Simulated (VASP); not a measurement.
# GaN (r.b) (F-43m) in VASP: single point with r2SCAN+rVV10

Aim: the single point of GaN (r.b) with r2SCAN+rVV10.

Program: VASP 6.6.1. These are calculated values, not measurements. Logs are shortened: lines on timing, memory, paths and dates and some standing lists are left out, and cuts for length are marked.

## (1) The cell of the first run

The structure is cubic, space group F-43m (No. 216). Conventional cell: a = 4.500 Å, b = 4.500 Å, c = 4.500 Å, α = 90.00°, β = 90.00°, γ = 90.00°. Within 2.6 Å of Ga (site symmetry -43m) lie 4 N at 1.95 Å. N (site symmetry -43m) has 4 Ga at 1.95 Å within 2.6 Å.

## (2) Single point, r2SCAN+rVV10

Contents of POSCAR:

```
GaN
1.0
    0.0000000000      2.2500000000      2.2500000000
    2.2500000000      0.0000000000      2.2500000000
    2.2500000000      2.2500000000      0.0000000000
Ga N
1 1
Direct
    0.0000000000      0.0000000000      0.0000000000
    0.2500000000      0.2500000000      0.2500000000
```

Contents of INCAR.step1:

```
PREC = Accurate
ENCUT = 660
ISMEAR = 0
SIGMA = 0.1
LREAL = False
LASPH = True
NELM = 120
NBANDS = 16
GGA = PE
ALGO = Normal
EDIFF = 1E-5
LWAVE = True
LCHARG = False
GGA_COMPAT = False
```

Contents of INCAR.step2:

```
PREC = Accurate
ENCUT = 660
EDIFF = 1E-6
ISMEAR = 0
SIGMA = 0.1
LREAL = False
LASPH = True
NELM = 120
ALGO = Normal
ISIF = 2
LWAVE = False
LCHARG = False
METAGGA = R2SCAN
LMIXTAU = True
LUSE_VDW = True
IVDW_NL = 2
BPARAM = 11.95
CPARAM = 0.0093
NBANDS = 16
ISTART = 1
GGA_COMPAT = False
```

Contents of KPOINTS:

```
regular mesh
0
Gamma
  8 8 8
```

Potentials or basis: VASP PAW PBE potentials, release 64 (Ga_d, N).

Launch:

```sh
$ cat potpaw_PBE.64/Ga_d/POTCAR potpaw_PBE.64/N/POTCAR > POTCAR
$ cp INCAR.step1 INCAR
$ mpirun -np 1 vasp_std > vasp.out
$ cp INCAR.step2 INCAR
$ mpirun -np 1 vasp_std > vasp.out
```

OUTCAR:

```text
PREC = Accurate
   ENCUT = 660
   EDIFF = 1E-6
   ISMEAR = 0
   LREAL = False
   LASPH = True
   NELM = 120
   ISIF = 2
   METAGGA = R2SCAN
   IVDW_NL = 2
   BPARAM = 11.95
   ISTART = 1

 ion  position               nearest neighbor table
   1  0.000  0.000  0.000-   2 1.95   2 1.95   2 1.95   2 1.95
   2  0.250  0.250  0.250-   1 1.95   1 1.95   1 1.95   1 1.95

  LATTYP: Found a face centered cubic cell.
 ALAT       =     4.5000000000

  Lattice vectors:

 A1 = (   0.0000000000,   2.2500000000,   2.2500000000)
 A2 = (   2.2500000000,   0.0000000000,   2.2500000000)
 A3 = (   2.2500000000,   2.2500000000,   0.0000000000)

Analysis of symmetry for initial positions (statically):
=====================================================================
 Subroutine PRICEL returns:
 Original cell was already a primitive cell.

 Routine SETGRP: Setting up the symmetry group for a
 face centered cubic supercell.

 Subroutine GETGRP returns: Found 24 space group operations
 (whereof 24 operations were pure point group operations)
 out of a pool of 48 trial point group operations.

The static configuration has the point symmetry T_d .

Analysis of symmetry for dynamics (positions and initial velocities):
=====================================================================
 Subroutine PRICEL returns:
 Original cell was already a primitive cell.

 Routine SETGRP: Setting up the symmetry group for a
 face centered cubic supercell.

 Subroutine GETGRP returns: Found 24 space group operations
 (whereof 24 operations were pure point group operations)
 out of a pool of 48 trial point group operations.

The dynamic configuration has the point symmetry T_d .

 Subroutine INISYM returns: Found 24 space group operations
 (whereof 24 operations are pure point group operations),
 and found     1 'primitive' translations

----------------------------------------------------------------------------------------

                                     Primitive cell

  volume of cell :      22.7812

  direct lattice vectors                    reciprocal lattice vectors
     0.000000000  2.250000000  2.250000000    -0.222222222  0.222222222  0.222222222
     2.250000000  0.000000000  2.250000000     0.222222222 -0.222222222  0.222222222
     2.250000000  2.250000000  0.000000000     0.222222222  0.222222222 -0.222222222

  length of vectors
     3.181980515  3.181980515  3.181980515     0.384900179  0.384900179  0.384900179

  position of ions in fractional coordinates (direct lattice)
     0.000000000  0.000000000  0.000000000
     0.250000000  0.250000000  0.250000000

  ion indices of the primitive-cell ions
   primitive index   ion index
                 1           1
                 2           2

----------------------------------------------------------------------------------------

 KPOINTS: regular mesh

Automatic generation of k-mesh.
 Grid dimensions read from file:
 generate k-points for:    8    8    8

 Generating k-lattice:

  Cartesian coordinates                     Fractional coordinates (reciprocal lattice)
    -0.027777778  0.027777778  0.027777778     0.125000000  0.000000000  0.000000000
     0.027777778 -0.027777778  0.027777778     0.000000000  0.125000000  0.000000000
     0.027777778  0.027777778 -0.027777778     0.000000000  0.000000000  0.125000000

  Length of vectors
     0.048112522  0.048112522  0.048112522

  Shift w.r.t. Gamma in fractional coordinates (k-lattice)
     0.000000000  0.000000000  0.000000000

 Subroutine IBZKPT returns following result:
 ===========================================

 Found     29 irreducible k-points:

 Following reciprocal coordinates:
            Coordinates               Weight
  0.000000  0.000000  0.000000      1.000000
  0.125000  0.000000  0.000000      8.000000
  0.250000  0.000000  0.000000      8.000000
  0.375000  0.000000  0.000000      8.000000
  0.500000  0.000000  0.000000      4.000000
  0.125000  0.125000  0.000000      6.000000
[... 16 lines left out ...]
  0.500000  0.250000  0.125000     48.000000
 -0.375000  0.250000  0.125000     24.000000
 [... further k-points ...]
   k-points           NKPTS =     29   k-points in BZ     NKDIM =     29   number of bands    NBANDS=     16
   number of dos      NEDOS =    301   number of ions     NIONS =      2
   total plane-waves  NPLWV =  21952
   dimension x,y,z NGX =    28 NGY =   28 NGZ =   28
   dimension x,y,z NGXF=    56 NGYF=   56 NGZF=   56
   ions per type =               1   1
   NGX,Y,Z   is equivalent  to a cutoff of  14.63, 14.63, 14.63 a.u.
   NGXF,Y,Z  is equivalent  to a cutoff of  29.26, 29.26, 29.26 a.u.
 SYSTEM =  unknown system
   PREC   = accura    normal or accurate (medium, high low for compatibility)
   ISTART =      1    job   : 0-new  1-cont  2-samecut
   ICHARG =      0    charge: 1-file 2-atom 10-const
   ISPIN  =      1    spin polarized calculation?
   LNONCOLLINEAR =      F non collinear calculations
   LSORBIT =      F    spin-orbit coupling
   LASPH  =      T    aspherical Exc in radial PAW
   ENCUT  =  660.0 eV  48.51 Ry    6.96 a.u.   6.67  6.67  6.67*2*pi/ulx,y,z
   NELM   =    120;   NELMIN=  2; NELMDL=  0     # of ELM steps
   EDIFF  = 0.1E-05   stopping-criterion for ELM
   LREAL  =      F    real-space projection
   EDIFFG = 0.1E-04   stopping-criterion for IOM
   NSW    =      0    number of steps for IOM
   IBRION =     -1    ionic relax: 0-MD 1-quasi-New 2-CG
   NFREE  =      0    steps in history (QN), initial steepest desc. (CG)
   ISIF   =      2    stress and relaxation
   ISYM   =      2    0-nonsym 1-usesym 2-fastsym
   POTIM  = 0.5000    time-step for ionic-motion
   TEBEG  =    0.0;   TEEND  =   0.0 temperature during run
   PSTRESS=    0.0 pullay stress
   NELECT =      18.0000    total number of electrons
   NUPDOWN=      -1.0000    fix difference up-down
   EMIN   =  10.00;   EMAX   =-10.00  energy-range for DOS
   EFERMI =   0.00;   METHOD = LEGACY
   ISMEAR =     0;   SIGMA  =   0.10  broadening in eV -4-tet -1-fermi 0-gaus
   EFERMI_NEDOS =   21; number of points for ismear=-14 and -15
   IALGO  =     38    algorithm
   IMIX   =      4    mixing-type and parameters
     AMIX     =   0.40;   BMIX     =  1.00
     AMIX_MAG =   1.60;   BMIX_MAG =  1.00
  volume/ion in A,a.u.               =      11.39        76.87
  Fermi-wavevector in a.u.,A,eV,Ry     =   1.513468  2.860039 31.165293  2.290584
  Thomas-Fermi vector in A             =   2.623255
   LORBIT       =      0    0 simple, 1 ext, 2 COOP (PROOUT), +10 PAW based schemes
   METAGGA = R2SCAN    functional components
   LHFCALC =     F    Hartree Fock is set to
   AEXX    =    0.0000 exact exchange contribution
   IVDW_NL    =     2    kernel type
   BPARAM     =11.9500
   IVDW    =     0    specifies the selected vdW correction
   LEPSILON=     F    determine dielectric tensor
   LRPA    =     F    only Hartree local field effects (RPA)
 non-spin polarized calculation
 Gauss-broadening in eV      SIGMA  =   0.10
  energy-cutoff  :      660.00
  volume of cell :       22.78
 maximum number of plane-waves:       893
   NGX = 13   NGY = 13   NGZ = 13

 number of electron      18.0000005 magnetization

 Free energy of the ion-electron system (eV)
  ---------------------------------------------------
  ext. energy  EPLUGINS =         0.00000000
  ---------------------------------------------------
  free energy    TOTEN  =       -21.40228971 eV

  energy without entropy =      -21.40228971  energy(sigma->0) =      -21.40228971

 E-fermi :   5.5069     XC(G=0): -12.7134

 val. band max:        5.0522258479   @ k =   0.0000   0.0000   0.0000
 cond. band min:       7.1687577276   @ k =   0.0000   0.0000   0.0000
 fundamental gap:      2.1165318797
 Fermi energy:         5.5068668398

 k-point     1 :       0.0000    0.0000    0.0000
  band No.  band energies     occupation
      1     -11.7272      2.00000
      2      -8.7614      2.00000
      3      -8.7614      2.00000
      4      -8.7614      2.00000
      5      -8.4045      2.00000
      6      -8.4045      2.00000
[... 8 lines left out ...]
     15      24.7568      0.00000
     16      24.7568      0.00000

 k-point     2 :       0.1250    0.0000    0.0000
  band No.  band energies     occupation
      1     -11.5551      2.00000
      2      -8.7395      2.00000
      3      -8.7395      2.00000
      4      -8.6966      2.00000
      5      -8.4061      2.00000
      6      -8.4061      2.00000
[... 8 lines left out ...]
     15      23.0414      0.00000
     16      23.1351      0.00000

 k-point     3 :       0.2500    0.0000    0.0000
  band No.  band energies     occupation
      1     -11.1575      2.00000
      2      -8.6956      2.00000
      3      -8.6956      2.00000
      4      -8.4078      2.00000
      5      -8.3998      2.00000
      6      -8.3998      2.00000
[... 8 lines left out ...]
     15      22.6750      0.00000
     16      22.6750      0.00000

 k-point     4 :       0.3750    0.0000    0.0000
  band No.  band energies     occupation
      1     -10.8254      2.00000
      2      -8.6687      2.00000
      3      -8.6687      2.00000
      4      -8.3749      2.00000
      5      -8.3749      2.00000
      6      -7.7665      2.00000
[... 8 lines left out ...]
     15      24.2406      0.00000
     16      24.2407      0.00000

 k-point     5 :       0.5000    0.0000    0.0000
  band No.  band energies     occupation
      1     -10.7178      2.00000
      2      -8.6630      2.00000
      3      -8.6630      2.00000
      4      -8.3586      2.00000
      5      -8.3586      2.00000
      6      -7.2853      2.00000
[... 8 lines left out ...]
     15      25.8044      0.00000
     16      25.8044      0.00000

 k-point     6 :       0.1250    0.1250    0.0000
  band No.  band energies     occupation
      1     -11.4988      2.00000
      2      -8.7191      2.00000
      3      -8.7191      2.00000
      4      -8.7028      2.00000
      5      -8.4189      2.00000
      6      -8.3927      2.00000
[... 8 lines left out ...]
     15      25.7482      0.00000
     16      25.8784      0.00000

 k-point     7 :       0.2500    0.1250    0.0000
  band No.  band energies     occupation
      1     -11.1796      2.00000
      2      -8.6902      2.00000
      3      -8.6709      2.00000
      4      -8.5349      2.00000
      5      -8.3804      2.00000
      6      -8.3798      2.00000
[... 8 lines left out ...]
     15      24.7405      0.00000
     16      24.9395      0.00000

 k-point     8 :       0.3750    0.1250    0.0000
  band No.  band energies     occupation
      1     -10.8395      2.00000
      2      -8.6645      2.00000
      3      -8.6365      2.00000
      4      -8.4473      2.00000
      5      -8.3619      2.00000
      6      -7.8905      2.00000
[... 8 lines left out ...]
     15      24.1214      0.00000
     16      25.6304      0.00000

 k-point     9 :       0.5000    0.1250    0.0000
  band No.  band energies     occupation
      1     -10.6810      2.00000
      2      -8.6578      2.00000
      3      -8.6290      2.00000
      4      -8.4013      2.00000
      5      -8.3568      2.00000
      6      -7.2441      2.00000
[... 8 lines left out ...]
     15      24.6930      0.00000
     16      26.1672      0.00000
[... 172 lines left out ...]
 k-point    19 :       0.5000    0.3750    0.0000
  band No.  band energies     occupation
      1     -10.5289      2.00000
      2      -8.6282      2.00000
      3      -8.4747      2.00000
      4      -8.4669      2.00000
      5      -8.3360      2.00000
      6      -6.9904      2.00000
[... 8 lines left out ...]
     15      28.4776      0.00000
     16      29.3127      0.00000

 k-point    20 :      -0.3750    0.3750    0.0000
  band No.  band energies     occupation
      1     -10.5219      2.00000
      2      -8.6233      2.00000
      3      -8.4885      2.00000
      4      -8.4754      2.00000
      5      -8.3642      2.00000
      6      -6.7374      2.00000
[... 8 lines left out ...]
     15      26.5930      0.00000
     16      29.2134      0.00000

 k-point    21 :       0.5000    0.5000    0.0000
  band No.  band energies     occupation
      1     -10.5041      2.00000
      2      -8.6487      2.00000
      3      -8.4387      2.00000
      4      -8.4387      2.00000
      5      -8.3240      2.00000
      6      -6.9095      2.00000
[... 8 lines left out ...]
     15      27.8615      0.00000
     16      30.4668      0.00000

 k-point    22 :       0.3750    0.2500    0.1250
  band No.  band energies     occupation
      1     -10.8978      2.00000
      2      -8.6483      2.00000
      3      -8.6282      2.00000
      4      -8.4934      2.00000
      5      -8.3761      2.00000
      6      -8.0671      2.00000
[... 8 lines left out ...]
     15      25.0794      0.00000
     16      27.4162      0.00000

 k-point    23 :       0.5000    0.2500    0.1250
  band No.  band energies     occupation
      1     -10.6748      2.00000
      2      -8.6373      2.00000
      3      -8.5939      2.00000
      4      -8.4562      2.00000
      5      -8.3696      2.00000
      6      -7.4198      2.00000
[... 8 lines left out ...]
     15      25.2351      0.00000
     16      27.1699      0.00000

 k-point    24 :      -0.3750    0.2500    0.1250
  band No.  band energies     occupation
      1     -10.6026      2.00000
      2      -8.6412      2.00000
      3      -8.5805      2.00000
      4      -8.4276      2.00000
      5      -8.3726      2.00000
      6      -6.9935      2.00000
[... 8 lines left out ...]
     15      24.7688      0.00000
     16      27.1384      0.00000

 [... further k-points ...]
[... 5 lines left out ...]
  --------------------------------------------------------------------------------------
  -------------------------------------------------------------------------------------
  Total       -0.0485656     -0.0485656     -0.0485656      0.0000000     -0.0000000      0.0000000
  in kB       -3.4155558     -3.4155558     -3.4155558      0.0000000     -0.0000000      0.0000000
  external PRESSURE =      -3.4155558 kB  Pullay stress =       0.0000000 kB

 VOLUME and BASIS-vectors are now :
 -----------------------------------------------------------------------------
  energy-cutoff  :      660.00
  volume of cell :       22.78
      direct lattice vectors                 reciprocal lattice vectors
     0.000000000  2.250000000  2.250000000    -0.222222222  0.222222222  0.222222222
     2.250000000  0.000000000  2.250000000     0.222222222 -0.222222222  0.222222222
     2.250000000  2.250000000  0.000000000     0.222222222  0.222222222 -0.222222222

 POSITION                                       TOTAL-FORCE (eV/Angst)
 -----------------------------------------------------------------------------------
      0.00000      0.00000      0.00000        -0.000000      0.000000     -0.000000
      1.12500      1.12500      1.12500         0.000000     -0.000000      0.000000
 -----------------------------------------------------------------------------------
    total drift:                               -0.000002     -0.000002     -0.000001

  FREE ENERGIE OF THE ION-ELECTRON SYSTEM (eV)
  ---------------------------------------------------
  free  energy   TOTEN  =       -21.4022897087 eV

  energy  without entropy=      -21.4022897087  energy(sigma->0) =      -21.40228971
```

Run time: 42 s. Hardware: 1 thread of Intel Xeon 6975P-C (Granite Rapids), shared host; peak memory 0.26 GiB.

What came out:

- Free energy: -21.4023 eV
- Pressure: -0.3 GPa
- Band gap on the k mesh: 2.12 eV, direct

Caveat: the PAW data sets were made with another functional, which shifts forces and pressure a little. r2SCAN opens gaps a little over a GGA but as a rule still falls short of measured ones.
